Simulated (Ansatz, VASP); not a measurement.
**Two plane-wave programs on AlRu**

File INCAR:

```
SYSTEM = AlRu
PREC = Accurate ; ENCUT = 520
EDIFF = 1E-7 ; ISMEAR = -1
SIGMA = 0.05 ; LREAL = .False.
LASPH = .True. ; NELM = 150
ALGO = Normal ; ISIF = 2
LWAVE = .False. ; LCHARG = .True.
MAGMOM = 0 0 0 0 0 0 ; LORBIT = 11
LSORBIT = .True. ; GGA_COMPAT = .False.
LORBMOM = .True. ; LMAXMIX = 4
GGA = PS ; LVHAR = .True.
NBANDS = 29
```

KPOINTS

```
Automatic mesh
0
Gamma
  14 14 14
  0 0 0
```

File POSCAR:

```
AlRu
1.0
    2.9765098736      0.0000000000      0.0000000000
    0.0000000000      2.9765098736      0.0000000000
    0.0000000000      0.0000000000      2.9765098736
Al Ru
1 1
Direct
    0.0000000000      0.0000000000      0.0000000000
    0.5000000000      0.5000000000      0.5000000000
```

Input for Ansatz:

```yaml
crystal:
  lattice:
    - [2.97650987359, 0.0, 0.0]
    - [0.0, 2.97650987359, 0.0]
    - [0.0, 0.0, 2.97650987359]
  atoms:
    - { symbol: Al, position: [0.0, 0.0, 0.0] }
    - { symbol: Ru, position: [0.5, 0.5, 0.5] }
kpoints:
  mp_grid: { grid: [14, 14, 14] }
scf:
  occupations: { method: fermi_dirac, width: 0.05 }
hamiltonian:
  xc: pbesol
  pseudopotentials: { kind: paw_fr }
magnetization:
  noncollinear: true
  spin_orbit: true
output:
  forces: true
  stress: true
  eigenvalues: true
  eigenstates:
    nscf_kmesh: { grid: [14, 14, 14] }
    de_dk: true
    e_range: [-14, 14]
checkpoint:
  write: ck
  write_wavefunctions: false
```

Alike in both runs: task single point; functional PBEsol; k mesh 14 × 14 × 14; occupations fermi-dirac, width 0.05 eV; non-collinear spin, spin-orbit coupling.

|  | VASP | Ansatz |
| --- | --- | --- |
| version | VASP 6.6.1 | Ansatz 0.2.0 |
| potentials or method | VASP PAW PBE potentials, release 64 (Al, Ru_pv) | PAW with Ansatz's default frozen-core files, fully relativistic files with spin-orbit coupling |
| plane-wave cutoff (eV) | 520 | 420 |
| valence electrons in the cell | 17 | 19 |

|  | VASP | Ansatz | Ansatz less VASP |
| --- | --- | --- | --- |
| pressure (GPa) | 0.1 | 0.0 | -0.11 |
| net moment per atom (μB) | 0.00 | 0.00 | 0.000 |

VASP's potentials were made for PBE, not for PBEsol. With one functional, cell and mesh, what is left measures potentials, basis and numerics. VASP's potentials hold 17 valence electrons a cell and Ansatz's 19, so a difference there can come from the potentials and not from the codes.
